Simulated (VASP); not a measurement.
# NiGe: relaxation of cell and atoms with r2SCAN

Crystal: NiGe.

```
Ni Ge
1.0
     2.93325    0.00000    0.00000
     0.00000    2.93325    0.00000
     0.00000    0.00000    2.93325
Ni Ge
1 1
Direct
  0.50000 0.50000 0.50000
  0.00000 0.00000 0.00000
```

- Program: VASP 6.6.1
- Task: relaxation of cell and atoms
- Functional: r2SCAN
- Potentials or basis: VASP PAW PBE potentials, release 64 (Ni, Ge_d)
- Cutoff: 600 eV
- k mesh: 18 × 18 × 18
- Occupations: gaussian, width 0.1 eV
- Spin: no spin polarisation
- Dipole correction: no
- Further INCAR settings: ALGO = Normal; EDIFF = 1e-07; IBRION = 2; EDIFFG = -0.01; NSW = 100; ISIF = 3

The relaxed volume is 12.64 Å³/atom. The relaxed cell is a = 2.935 Å, b = 2.935 Å, c = 2.935 Å, α = 90.00°, β = 90.00°, γ = 90.00°, the space group after relaxing (to 0.1 Å) is Pm-3m (No. 221) and the energy gained by relaxing is 0.0 meV/atom. The ionic steps are 3. The pressure after relaxing is 0.0 GPa and the band gap on the k mesh is zero (bands 12 and 13 overlap by 3.50 eV).

Final structure:
```xyz
2
Lattice="2.9346 0.0000 0.0000 0.0000 2.9346 0.0000 0.0000 0.0000 2.9346" Properties=species:S:1:pos:R:3 pbc="T T T"
Ni    1.4673    1.4673    1.4673
Ge    0.0000    0.0000    0.0000
```

Levels at points of the mesh, in eV from the Fermi level:
```
           k point  band 8  band 9  band 10  band 11  band 12  band 13  band 14  band 15  band 16
(0.00, 0.00, 0.00)   -3.39   -1.77    -1.77    -1.77     2.69     2.69     2.69     8.80     8.90
(0.50, 0.00, 0.00)   -3.05   -2.74    -2.74    -1.73    -1.14     7.28     7.28     9.61    10.80
(0.50, 0.50, 0.00)   -5.14   -3.47    -2.24    -2.24    -1.36    -0.10     1.39     7.88    13.88
(0.50, 0.50, 0.50)   -5.36   -3.95    -1.33    -1.33     2.26     2.26     2.26     2.42     2.42
```

It took 4 min on 1 thread of Intel(R) Xeon(R) 6975P-C (Granite Rapids), with other jobs on the host, peak memory 0.24 GiB.

Caveat: the PAW data sets were made with another functional, which shifts forces and pressure a little. Spin polarisation is off, so any magnetic state and its effect on volume and gap are missing.
